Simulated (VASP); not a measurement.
A run of VASP 6.6.1:

The input INCAR:

```
ALGO     = Normal         # electronic algorithm
EDIFF    = 1E-6           # SCF threshold, eV
ENCUT    = 520            # plane-wave cutoff, eV
GGA      = PE             # functional
ISIF     = 2              # what is computed and relaxed
ISMEAR   = 0              # smearing method
LASPH    = True           # aspherical terms in the spheres
LCHARG   = False          # write CHGCAR
LREAL    = False          # projectors in reciprocal space
LWAVE    = False          # write WAVECAR
NBANDS   = 17             # bands
NELM     = 80             # most SCF steps
PREC     = Accurate       # precision mode
SIGMA    = 0.011          # smearing width, eV
```

KPOINTS

```
k-points
0
Gamma
  8 8 8
```

Contents of POSCAR:

```
SnSe
1.0
    0.0000000000      3.0100000000      3.0100000000
    3.0100000000      0.0000000000      3.0100000000
    3.0100000000      3.0100000000      0.0000000000
Sn Se
1 1
Direct
    0.0000000000      0.0000000000      0.0000000000
    0.5000000000      0.5000000000      0.5000000000
```

Potentials or basis: VASP PAW PBE potentials, release 64 (Sn_d, Se).

Run with:

```console
$ cat potpaw_PBE.64/Sn_d/POTCAR potpaw_PBE.64/Se/POTCAR > POTCAR
$ mpirun -np 1 vasp_std > vasp.out
```

Hardware: 1 thread of AMD EPYC 7R43 64-Core Processor (Zen 3) (shared host).

Problem. How long does it take, and how much memory?

Solution. It took 20 s on 1 thread of AMD EPYC 7R43 64-Core Processor (Zen 3) (shared host), peak memory 0.15 GiB. Counts: scf iterations 12, k points 29.
